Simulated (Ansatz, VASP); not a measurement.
## Mg in VASP and in Ansatz

The input INCAR:

```
PREC = Accurate
ENCUT = 520
EDIFF = 1E-7
ISMEAR = 0
SIGMA = 0.15
LREAL = F
LASPH = T
NELM = 80
ALGO = Fast
ISIF = 2
LWAVE = F
LCHARG = F
GGA = PS
NBANDS = 9
```

KPOINTS

```
regular mesh
0
Gamma
  18 18 10
```

Contents of POSCAR:

```
Mg
1.0
    3.2092715325      0.0000000000      0.0000000000
   -1.6046357662      2.7793106748      0.0000000000
    0.0000000000      0.0000000000      5.2103300000
Mg
2
Direct
    0.2812021070      0.6285039603      0.2212110365
    0.6666666667      0.3333333333      0.7500000000
```

Input for Ansatz:

```yaml
crystal:
  lattice:
    - [3.2092715325, 0.0, 0.0]
    - [-1.6046357662, 2.7793106748, 0.0]
    - [0.0, 0.0, 5.21033]
  atoms:
    - { symbol: Mg, position: [0.281202107, 0.6285039603, 0.2212110365] }
    - { symbol: Mg, position: [0.6666666667, 0.3333333333, 0.75] }
basis:
  ecutwfc: 420
kpoints:
  mp_grid: { grid: [18, 18, 10] }
hamiltonian:
  xc: pbesol
scf:
  occupations: { method: gaussian, width: 0.15 }
output:
  forces: true
  stress: true
  eigenvalues: true
```

Alike in both runs: task single point; functional PBEsol; k mesh 18 × 18 × 10; occupations gaussian, width 0.15 eV; no spin polarisation.

```csv
,VASP,Ansatz
version,VASP 6.6.1,Ansatz 0.2.0
potentials or method,"VASP PAW PBE potentials, release 64 (Mg), cutoff 520 eV","scalar-relativistic, plane waves, PAW"
valence electrons in the cell,4,20
```

```tsv
	VASP	Ansatz	Ansatz less VASP
gap on the k mesh at the Fermi level (eV)	none	none	-
pressure (GPa)	-0.8	-0.8	+0.06
traceless stress, the component that is largest in VASP (GPa)	-0.43	-0.43	+0.002
rms of the force components (eV/Å)	0.239	0.238	-0.0010
```

VASP's potentials were made for PBE, not for PBEsol. Atom by atom the forces differ by 0.001 eV/Å (rms over components). A gap of «none» marks a metal or a gap that the smearing closes. With one functional, cell and mesh, what is left measures potentials, basis and numerics. VASP's potentials hold 4 valence electrons a cell and Ansatz's 20, so a difference there can come from the potentials and not from the codes.
